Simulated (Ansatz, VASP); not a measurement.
## Two plane-wave programs on MgO

The input POSCAR:

```
MgO
1.0
    0.0000000000      2.2820056620      2.2820056620
    2.2820056620      0.0000000000      2.2820056620
    2.2820056620      2.2820056620      0.0000000000
Mg O
1 1
Direct
    0.0000000000      0.0000000000      0.0000000000
    0.2500000000      0.2500000000      0.2500000000
```

The input INCAR.step1:

```
SYSTEM = MgO
PREC     = Accurate       ! precision mode
ENCUT    = 660            ! plane-wave cutoff, eV
ISMEAR   = 0              ! smearing method
SIGMA    = 0.01           ! smearing width, eV
LREAL    = .False.        ! projectors in reciprocal space
LASPH    = .True.         ! aspherical terms in the spheres
NELM     = 120            ! most SCF steps
NBANDS   = 11             ! bands
GGA      = PE             ! functional
ALGO     = Normal         ! electronic algorithm
EDIFF    = 1E-5           ! SCF threshold, eV
LWAVE    = .True.         ! write WAVECAR
LCHARG   = .False.        ! write CHGCAR
GGA_COMPAT= .False.
```

The input INCAR.step2:

```
SYSTEM = MgO
PREC     = Accurate       ! precision mode
ENCUT    = 660            ! plane-wave cutoff, eV
EDIFF    = 1E-6           ! SCF threshold, eV
ISMEAR   = 0              ! smearing method
SIGMA    = 0.01           ! smearing width, eV
LREAL    = .False.        ! projectors in reciprocal space
LASPH    = .True.         ! aspherical terms in the spheres
NELM     = 120            ! most SCF steps
ALGO     = Normal         ! electronic algorithm
ISIF     = 2              ! what is computed and relaxed
LWAVE    = .False.        ! write WAVECAR
LCHARG   = .False.        ! write CHGCAR
METAGGA  = R2SCAN         ! meta-GGA
LMIXTAU  = .True.       
NBANDS   = 11             ! bands
ISTART   = 1            
GGA_COMPAT= .False.
```

File KPOINTS:

```
Automatic mesh
0
Gamma
  4 4 4
  0 0 0
```

Input for Ansatz:

```yaml
crystal:
  lattice:
    - [0.0, 2.282005662, 2.282005662]
    - [2.282005662, 0.0, 2.282005662]
    - [2.282005662, 2.282005662, 0.0]
  atoms:
    - { symbol: Mg, position: [0.0, 0.0, 0.0] }
    - { symbol: O, position: [0.25, 0.25, 0.25] }
kpoints:
  mp_grid: { grid: [4, 4, 4] }
hamiltonian:
  xc: r2scan
scf:
  occupations: { method: fixed }
output:
  optics:
    e_range: [2, 20]
    de: 0.1
    sigma: 0.15
    scissors: 0
    scheme: gaussian
    bands: scf
  write_density: true
  write_potential: true
  elf: true
  volumetric_format: npy
```

Alike in both runs: task single point; functional r2SCAN; k mesh 4 × 4 × 4; no spin polarisation.

|  | VASP | Ansatz |
| --- | --- | --- |
| version | VASP 6.6.1 | Ansatz 0.2.0 |
| potentials or method | VASP PAW PBE potentials, release 64 (Mg, O) | plane waves, PAW |
| plane-wave cutoff (eV) | 660 | 500 |
| occupations | gaussian, width 0.01 eV | fixed |
| valence electrons in the cell | 8 | 16 |

Ansatz gave:

| Item | Value |
| --- | --- |
| gap on the k mesh at the Fermi level (eV) | 4.33 |

**Question.** What did VASP give for the same quantities?

**Answer.** gap on the k mesh at the Fermi level (eV): 4.32.

VASP's potentials were made for PBE, not for r2SCAN. VASP's potentials hold 8 valence electrons a cell and Ansatz's 16, so a difference there can come from the potentials and not from the codes.

The k mesh is coarse, so the values compare programs but aren't converged.
